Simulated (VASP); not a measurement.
# Cu (P6_3/mmc) in VASP: settings compared, part 2 of 2

VASP 6.6.1. The steps go on from the part before.

### 5 Relaxation of cell and atoms, LDA

This run uses another cell than the first one, of 11.44 Å³/atom.

The input, INCAR:

```
SYSTEM = Cu
PREC = Accurate ; ENCUT = 600
EDIFF = 1E-7 ; ISMEAR = -1
SIGMA = 0.1 ; LREAL = .FALSE.
LASPH = .TRUE. ; NELM = 80
ALGO = Normal ; ISIF = 3
LWAVE = .FALSE. ; LCHARG = .FALSE.
IBRION = 2 ; NSW = 80
EDIFFG = -0.02
```

The input, KPOINTS:

```
regular mesh
0
G
  15 15 8
  0 0 0
```

The input, POSCAR:

```
Cu
1.0
    2.5341000000      0.0000000000      0.0000000000
   -1.2670500000      2.1945900000      0.0000000000
    0.0000000000      0.0000000000      4.1125700000
Cu
2
Direct
    0.3333333333      0.6666666667      0.2500000000
    0.6666666667      0.3333333333      0.7500000000
```

Potentials or basis: VASP PAW LDA potentials, release 64 (Cu).

On the command line:

```
cat potpaw_LDA.64/Cu/POTCAR > POTCAR
mpirun -np 1 vasp_std > vasp.out
```

OUTCAR:

```text
SYSTEM = Cu
   PREC = Accurate
   ENCUT = 600
   EDIFF = 1E-7
   ISMEAR = -1
   LREAL = .FALSE.
   LASPH = .TRUE.
   NELM = 80
   ISIF = 3
   IBRION = 2
   NSW = 80
   EDIFFG = -0.02

 ion  position               nearest neighbor table
   1  0.333  0.667  0.250-   2 2.52   2 2.52   2 2.52   2 2.52   2 2.52   2 2.52
   2  0.667  0.333  0.750-   1 2.52   1 2.52   1 2.52   1 2.52   1 2.52   1 2.52

  LATTYP: Found a hexagonal cell.
 ALAT       =     2.5341000000
 C/A-ratio  =     1.6228917564

  Lattice vectors:

 A1 = (   2.5341000000,   0.0000000000,   0.0000000000)
 A2 = (  -1.2670500000,   2.1945900000,   0.0000000000)
 A3 = (   0.0000000000,   0.0000000000,   4.1125700000)

Analysis of symmetry for initial positions (statically):
=====================================================================
 Subroutine PRICEL returns:
 Original cell was already a primitive cell.

 Routine SETGRP: Setting up the symmetry group for a
 hexagonal supercell.

 Subroutine GETGRP returns: Found 24 space group operations
 (whereof 12 operations were pure point group operations)
 out of a pool of 24 trial point group operations.

The static configuration has the point symmetry D_3d.
 The point group associated with its full space group is D_6h.

Analysis of symmetry for dynamics (positions and initial velocities):
=====================================================================
 Subroutine PRICEL returns:
 Original cell was already a primitive cell.

 Routine SETGRP: Setting up the symmetry group for a
 hexagonal supercell.

 Subroutine GETGRP returns: Found 24 space group operations
 (whereof 12 operations were pure point group operations)
 out of a pool of 24 trial point group operations.

The dynamic configuration has the point symmetry D_3d.
 The point group associated with its full space group is D_6h.

 Subroutine INISYM returns: Found 24 space group operations
 (whereof 12 operations are pure point group operations),
 and found     1 'primitive' translations

[... 128 lines left out ...]
  volume of cell :       22.87
 maximum number of plane-waves:       783
   NGX = 11   NGY = 11   NGZ = 17

--------------------------------------- Ionic step        1  -------------------------------------------

 number of electron      21.9999994 magnetization

 Free energy of the ion-electron system (eV)
  ---------------------------------------------------
  ext. energy  EPLUGINS =         0.00000000
  ---------------------------------------------------
  free energy    TOTEN  =        -9.38634309 eV

  energy without entropy =       -9.36669828  energy(sigma->0) =       -9.37652068

------------------------ aborting loop because EDIFF is reached ----------------------------------------

  FORCE on cell =-STRESS in cart. coord.  units (eV):
  Direction    XX          YY          ZZ          XY          YZ          ZX
  --------------------------------------------------------------------------------------
  -------------------------------------------------------------------------------------
  Total       -1.1676478     -1.1676425     -0.7228948      0.0000000     -0.0000000      0.0000000
  in kB      -81.7959878    -81.7956169    -50.6401806      0.0000000     -0.0000000      0.0000000
  external PRESSURE =     -71.4105951 kB  Pullay stress =       0.0000000 kB
[... 131 lines left out ...]
--------------------------------------- Ionic step        5  -------------------------------------------

 number of electron      22.0000000 magnetization

 Free energy of the ion-electron system (eV)
  ---------------------------------------------------
  ext. energy  EPLUGINS =         0.00000000
  ---------------------------------------------------
  free energy    TOTEN  =        -9.41191945 eV

  energy without entropy =       -9.39428224  energy(sigma->0) =       -9.40310085

 E-fermi :   8.4102     XC(G=0): -13.5533

 val. band max:        8.3976903864   @ k =   0.2000   0.0667   0.2500
 cond. band min:       8.4308357728   @ k =   0.4667   0.0667   0.2500
 fundamental gap:      0.0331453864
 Fermi energy:         8.4102379528

 k-point     1 :       0.0000    0.0000    0.0000
  band No.  band energies     occupation
      1      -1.6112      2.00000
      2       2.7371      2.00000
      3       4.9658      2.00000
      4       5.0725      2.00000
      5       5.0726      2.00000
      6       5.2983      2.00000
      7       5.2983      2.00000
      8       5.6713      2.00000
      9       5.6713      2.00000
     10       6.4830      2.00000
     11       6.4830      2.00000
     12       7.0250      2.00000
     13      12.2937      0.00000
     14      30.5528      0.00000
[... 401 lines left out ...]
      2       3.6884      2.00000
      3       3.7001      2.00000
      4       4.4599      2.00000
      5       4.8742      2.00000
      6       4.9939      2.00000
      7       5.4305      2.00000
      8       6.3705      2.00000
      9       6.4889      2.00000
     10       6.5333      2.00000
     11       9.7306      0.00000
     12      10.8269      0.00000
     13      16.1971      0.00000
     14      17.6663      0.00000
     15      17.8149      0.00000

 [... further k-points ...]
[... 5 lines left out ...]
  --------------------------------------------------------------------------------------
  -------------------------------------------------------------------------------------
  Total        0.0082681      0.0082681      0.0057639     -0.0000000      0.0000000      0.0000000
  in kB        0.6051808      0.6051782      0.4218862     -0.0000000      0.0000000      0.0000000
  external PRESSURE =       0.5440817 kB  Pullay stress =       0.0000000 kB
[... 17 lines left out ...]
  FREE ENERGIE OF THE ION-ELECTRON SYSTEM (eV)
  ---------------------------------------------------
  free  energy   TOTEN  =        -9.4119194503 eV

  energy  without entropy=       -9.3942822438  energy(sigma->0) =       -9.40310085

 reached required accuracy - stopping structural energy minimisation
```

Run time: 4 min. Hardware: 1 thread of Intel Xeon 8259CL, shared host; peak memory 0.17 GiB.

Results:

```yaml
Free_energy: -9.4119 eV
Relaxed_volume: 10.94 Å³/atom
Relaxed_cell: a = 2.483 Å, b = 2.483 Å, c = 4.099 Å, α = 90.00°, β = 90.00°, γ = 120.00°
Space_group_after_relaxing_to_0.1_Å: P6_3/mmc (No. 194)
Energy_gained_by_relaxing: 12.8 meV/atom
Ionic_steps: 5
Pressure_after_relaxing: 0.1 GPa
Band_gap_on_the_k_mesh: zero (bands 11 and 12 overlap by 6.39 eV)
```

The path:
| step | energy change (eV) | largest force (eV/Å) | pressure (GPa) | volume (Å³) |
| --- | --- | --- | --- | --- |
| 1 | 0.0000 | 0.0000 | -7.14 | 22.87 |
| 2 | -0.0128 | 0.0000 | 6.12 | 21.22 |
| 3 | -0.0245 | 0.0000 | 0.20 | 21.87 |
| 4 | -0.0254 | 0.0000 | 0.11 | 21.88 |
| 5 | -0.0256 | 0.0000 | 0.05 | 21.89 |

Final structure:
```
Cu
1.0
     2.48309    0.00000    0.00000
    -1.24154    2.15041    0.00000
     0.00000    0.00000    4.09939
Cu
2
Direct
  0.33333 0.66667 0.25000
  0.66667 0.33333 0.75000
```

Levels at points of the mesh, in eV from the Fermi level:
```csv
k point,band 9,band 10,band 11,band 12,band 13,band 14
"(0.00, 0.00, 0.00)",-2.74,-1.93,-1.93,-1.39,3.88,22.14
"(0.00, 0.00, 0.50)",-2.18,-2.18,-2.18,-2.18,12.72,12.72
```

### 6 Relaxation of cell and atoms, PBEsol

This run uses another cell than the first one, of 11.44 Å³/atom.

The input, INCAR:

```
  PREC = Accurate
  ENCUT = 600
  EDIFF = 1E-6
  ISMEAR = -1
  SIGMA = 0.1
  LREAL = False
  LASPH = True
  NELM = 60
  ALGO = Normal
  ISIF = 3
  LWAVE = False
  LCHARG = False
  GGA = PS
  IBRION = 2
  NSW = 80
  EDIFFG = -0.02
```

The input, KPOINTS:

```
regular mesh
0
Gamma
  15 15 8
```

POSCAR is that of step 5.

Potentials or basis: VASP PAW PBE potentials, release 64 (Cu).

On the command line:

```
cat potpaw_PBE.64/Cu/POTCAR > POTCAR
mpirun -np 1 vasp_std > vasp.out
```

Run time: 3.4 min. Hardware: 1 thread of Intel Xeon 8259CL, shared host; peak memory 0.18 GiB.

Results (log left out):

```yaml
Free_energy: -8.6142 eV
Relaxed_volume: 11.38 Å³/atom
Relaxed_cell: a = 2.516 Å, b = 2.516 Å, c = 4.153 Å, α = 90.00°, β = 90.00°, γ = 120.00°
Space_group_after_relaxing_to_0.1_Å: P6_3/mmc (No. 194)
Energy_gained_by_relaxing: 1.4 meV/atom
Ionic_steps: 5
Pressure_after_relaxing: -0.1 GPa
Band_gap_on_the_k_mesh: zero (bands 11 and 12 overlap by 6.16 eV)
```

Step by step:
```tsv
step	energy change (eV)	largest force (eV/Å)	pressure (GPa)	volume (Å³)
1	0.0000	0.0000	-0.85	22.87
2	-0.0024	0.0000	0.47	22.67
3	-0.0024	0.0000	0.98	22.63
4	-0.0024	0.0000	0.63	22.65
5	-0.0029	0.0000	-0.11	22.77
```

Final structure:
```xyz
2
Lattice="2.5160 0.0000 0.0000 -1.2580 2.1789 0.0000 0.0000 0.0000 4.1531" Properties=species:S:1:pos:R:3 pbc="T T T"
Cu    0.0000    1.4526    1.0383
Cu    1.2580    0.7263    3.1148
```

Levels at points of the mesh, in eV from the Fermi level:
```csv
k point,band 9,band 10,band 11,band 12,band 13,band 14
"(0.00, 0.00, 0.00)",-2.59,-1.83,-1.83,-1.31,3.71,21.72
"(0.00, 0.00, 0.50)",-2.07,-2.07,-2.07,-2.07,12.38,12.38
```

Caveat: the PAW data sets were made with another functional, which shifts forces and pressure a little.

### 7 Relaxation of cell and atoms, PBEsol+D3(BJ)

This run uses another cell than the first one, of 11.44 Å³/atom.

The input, INCAR:

```
SYSTEM = Cu
ALGO = Normal ; EDIFF = 1E-7
EDIFFG = -0.02 ; ENCUT = 600
GGA = PS ; IBRION = 2
ISIF = 3 ; ISMEAR = -1
IVDW = 12 ; LASPH = .TRUE.
LCHARG = .FALSE. ; LREAL = .FALSE.
LWAVE = .FALSE. ; NELM = 80
NSW = 80 ; PREC = Accurate
SIGMA = 0.1
```

The input, KPOINTS:

```
k-points
0
G
  15 15 8
  0 0 0
```

POSCAR is that of step 6.

On the command line:

```
cat potpaw_PBE.64/Cu/POTCAR > POTCAR
mpirun -np 1 vasp_std > vasp.out
```

Wall time 4.2 min (1 thread of Intel Xeon 8259CL, shared host); peak memory 0.19 GiB.

Results (log left out):

```
Free energy                           : -9.7288 eV
Relaxed volume                        : 10.86 Å³/atom
Relaxed cell                          : a = 2.478 Å, b = 2.478 Å, c = 4.085 Å, α = 90.00°, β = 90.00°, γ = 120.00°
Space group after relaxing (to 0.1 Å) : P6_3/mmc (No. 194)
Energy gained by relaxing             : 17.3 meV/atom
Ionic steps                           : 5
Pressure after relaxing               : 0.0 GPa
Band gap on the k mesh                : zero (bands 11 and 12 overlap by 6.35 eV)
Dispersion energy per atom            : -0.570 eV
```

Step by step:
| step | energy change (eV) | largest force (eV/Å) | pressure (GPa) | volume (Å³) |
| --- | --- | --- | --- | --- |
| 1 | 0.0000 | 0.0000 | -8.46 | 22.87 |
| 2 | -0.0163 | 0.0000 | 7.62 | 20.93 |
| 3 | -0.0337 | 0.0000 | 0.16 | 21.70 |
| 4 | -0.0346 | 0.0000 | 0.06 | 21.71 |
| 5 | -0.0346 | 0.0000 | 0.05 | 21.72 |

Final structure:
```
Cu
1.0
     2.47776    0.00000    0.00000
    -1.23888    2.14580    0.00000
     0.00000    0.00000    4.08498
Cu
2
Direct
  0.33333 0.66667 0.25000
  0.66667 0.33333 0.75000
```

Levels at points of the mesh, in eV from the Fermi level:
| k point | band 8 | band 9 | band 10 | band 11 | band 12 | band 13 | band 14 | band 15 |
| --- | --- | --- | --- | --- | --- | --- | --- | --- |
| (0.00, 0.00, 0.00) | -2.71 | -2.71 | -1.89 | -1.89 | -1.45 | 3.97 | 22.08 | 23.15 |
| (0.00, 0.00, 0.50) | -3.35 | -2.14 | -2.14 | -2.14 | -2.14 | 12.81 | 12.81 | 22.80 |

Caveat: the PAW data sets were made with another functional, which shifts forces and pressure a little.

### 8 Summary

| task | level | potentials or basis | cell | cutoff (eV) | gap on the mesh (eV) | pressure (GPa) | relaxed volume (Å³/atom) |
| --- | --- | --- | --- | --- | --- | --- | --- |
| single point | LDA | VASP PAW LDA potentials, release 64 (Cu) | a = 2.480, b = 2.480, c = 4.092 Å, angles 90.0, 90.0, 120.0°, 2 atoms | 520 | none | 1.1 | - |
| single point | PBEsol+D3(BJ) | VASP PAW PBE potentials, release 64 (Cu) | a = 2.475, b = 2.475, c = 4.079 Å, angles 90.0, 90.0, 120.0°, 2 atoms | 520 | none | 0.7 | - |
| single point | PBEsol | VASP PAW PBE potentials, release 64 (Cu) | a = 2.512, b = 2.512, c = 4.144 Å, angles 90.0, 90.0, 120.0°, 2 atoms | 520 | none | 0.7 | - |
| relaxation of cell and atoms | LDA | VASP PAW LDA potentials, release 64 (Cu) | relaxed from a = 2.534, b = 2.534, c = 4.113 Å, angles 90.0, 90.0, 120.0°, 2 atoms | 600 | none | 0.1 | 10.94 |
| relaxation of cell and atoms | PBEsol | VASP PAW PBE potentials, release 64 (Cu) | relaxed from a = 2.534, b = 2.534, c = 4.113 Å, angles 90.0, 90.0, 120.0°, 2 atoms | 600 | none | -0.1 | 11.38 |
| relaxation of cell and atoms | PBEsol+D3(BJ) | VASP PAW PBE potentials, release 64 (Cu) | relaxed from a = 2.534, b = 2.534, c = 4.113 Å, angles 90.0, 90.0, 120.0°, 2 atoms | 600 | none | 0.0 | 10.86 |

Alike in all rows: no spin polarisation; k mesh 15 × 15 × 8; smearing fermi-dirac 0.1 eV.

Caveats: the PAW data sets were made with another functional, which shifts forces and pressure a little (at least some runs).

Absolute energies hang on the potentials; compare differences alone.
